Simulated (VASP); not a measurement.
ZnSe (Stilleite), 2 atoms in the cell. The typed cell holds 2 atoms: a = 3.977 Å, b = 3.977 Å, c = 3.977 Å, α = 60.06°, β = 60.06°, γ = 60.06°. 

| Quantity | Value |
| --- | --- |
| Program | VASP 6.6.1 |
| Task | single point |
| Functional | revPBE |
| Dispersion | D3(BJ) |
| Potentials or basis | VASP PAW PBE potentials, release 64 (Zn, Se) |
| Cutoff | 520 eV |
| k mesh | 6 × 6 × 6, shifted |
| Occupations | fermi-dirac, width 0.01 eV |
| Spin | no spin polarisation |
| Dipole correction | no |
| Further INCAR settings | ALGO = Normal; EDIFF = 1e-06; NBANDS = 16; ISYM = 0 |

Potentials or basis: VASP PAW PBE potentials, release 64 (Zn, Se).

The run is started by

```console
$ cat potpaw_PBE.64/Zn/POTCAR potpaw_PBE.64/Se/POTCAR > POTCAR
$ mpirun -np 1 vasp_std > vasp.out
```

Hardware: 1 thread of AMD EPYC 9R45 96-Core Processor (Zen 5), on a shared host.

Task: How long does it take, and how much memory?

Result: Run time: 44 s on 1 thread of AMD EPYC 9R45 96-Core Processor (Zen 5), with other jobs on the host, peak memory 0.2 GiB. Counts: scf iterations 13, k points 108.
